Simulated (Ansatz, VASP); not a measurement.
Two plane-wave programs on PbS

File POSCAR:

```
PbS
1.0
    3.6711257613      0.0000000000      0.0000000000
    0.0000000000      3.6711257613      0.0000000000
    0.0000000000      0.0000000000      3.6711257613
Pb S
1 1
Direct
    0.0000000000      0.0000000000      0.0000000000
    0.5000000000      0.5000000000      0.5000000000
```

File INCAR.step1:

```
SYSTEM = PbS
  PREC = Accurate
  ENCUT = 520
  ISMEAR = -1
  SIGMA = 0.02
  LREAL = .FALSE.
  LASPH = .TRUE.
  NELM = 80
  NBANDS = 17
  GGA = PE
  ALGO = Normal
  EDIFF = 1E-4
  LWAVE = .TRUE.
  LCHARG = .FALSE.
```

File INCAR.step2:

```
SYSTEM = PbS
  PREC = Accurate
  ENCUT = 520
  EDIFF = 1E-6
  ISMEAR = -1
  SIGMA = 0.02
  LREAL = .FALSE.
  LASPH = .TRUE.
  NELM = 80
  ALGO = Normal
  ISIF = 2
  LWAVE = .FALSE.
  LCHARG = .FALSE.
  METAGGA = R2SCAN
  LMIXTAU = .TRUE.
  NBANDS = 17
  ISTART = 1
```

KPOINTS

```
regular mesh
0
G
  6 6 6
  0 0 0
```

Input for Ansatz:

```yaml
crystal:
  lattice:
    - [3.6711257613, 0.0, 0.0]
    - [0.0, 3.6711257613, 0.0]
    - [0.0, 0.0, 3.6711257613]
  atoms:
    - { symbol: Pb, position: [0.0, 0.0, 0.0] }
    - { symbol: S, position: [0.5, 0.5, 0.5] }
kpoints:
  mp_grid: { grid: [6, 6, 6] }
hamiltonian:
  xc: r2scan
scf:
  occupations: { method: fermi_dirac, width: 0.02 }
  n_extra_bands: 4
output:
  forces: true
  stress: true
  eigenvalues: true
```

Alike in both runs: task single point; functional r2SCAN; k mesh 6 × 6 × 6; occupations fermi-dirac, width 0.02 eV; no spin polarisation.

|  | VASP | Ansatz |
| --- | --- | --- |
| version | VASP 6.6.1 | Ansatz 0.2.0 |
| potentials or method | VASP PAW PBE potentials, release 64 (Pb_d, S) | plane waves, PAW |
| plane-wave cutoff (eV) | 520 | 500 |
| valence electrons in the cell | 20 | 20 |

```csv
,VASP,Ansatz,Ansatz less VASP
pressure (GPa),-1.8,-1.8,+0.01
```

VASP's potentials were made for PBE, not for r2SCAN.

Spin-orbit coupling is off throughout.
